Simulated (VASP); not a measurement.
Runs of VASP 6.6.1 on TaF3. The structure is that of space group P6/mmm (No. 191), or close to it. The cells are those of the table. The cell was built from a structure type or drawn by symmetry, and may not be a known phase.

| task | spin | cell | k mesh | cutoff (eV) | gap on the mesh (eV) | pressure (GPa) | moment (μB) | relaxed volume (Å³/atom) |
| --- | --- | --- | --- | --- | --- | --- | --- | --- |
| single point | off | a = 4.334, b = 4.334, c = 2.862 Å, angles 90.0, 90.0, 120.0°, 4 atoms | 6 × 6 × 6 | 520 | none | -0.1 | - | - |
| relaxation of cell and atoms | collinear | relaxed from a = 4.458, b = 4.458, c = 4.392 Å, angles 90.0, 90.0, 120.0°, 4 atoms | 6 × 6 × 4 | 600 | none | 0.0 | 0.00 | 12.32 |
| single point | collinear | a = 4.322, b = 4.322, c = 3.049 Å, angles 90.0, 90.0, 120.0°, 4 atoms | 6 × 6 × 4 | 520 | none | -0.1 | 0.00 | - |
| single point | collinear | a = 4.458, b = 4.458, c = 4.392 Å, angles 90.0, 90.0, 120.0°, 4 atoms | 6 × 6 × 4 | 520 | none | -10.1 | 0.50 | - |
| relaxation of cell and atoms | off | relaxed from a = 4.334, b = 4.334, c = 2.862 Å, angles 90.0, 90.0, 120.0°, 4 atoms | 12 × 12 × 16 | 600 | none | 0.0 | - | (b) |
| relaxation of cell and atoms | off | relaxed from a = 4.322, b = 4.322, c = 3.049 Å, angles 90.0, 90.0, 120.0°, 4 atoms | 6 × 6 × 6 | 600 | none | 0.0 | - | (a) |
| single point | off | a = 4.332, b = 4.332, c = 2.911 Å, angles 90.0, 90.0, 120.0°, 4 atoms | 12 × 12 × 16 | 520 | none | -0.1 | - | - |

Alike in all rows: level PBE; potentials or basis VASP PAW PBE potentials, release 64 (Ta_pv, F); smearing gaussian 0.1 eV.

**Question.** Estimate the missing entries.

**Answer.** (a) 11.60; (b) 11.80.

Caveats: some runs use coarse meshes; spin-orbit coupling is left out, which moves the levels of the heavy elements; the volume moved by over 15 % at a fixed basis, so the end points are rough (at least some runs); the cell stands under tension (at least some runs).

A k mesh can miss the band edges, and the runs leave out spin-orbit coupling on Ta.

A gap of «none» marks levels without a gap at the run's occupations.
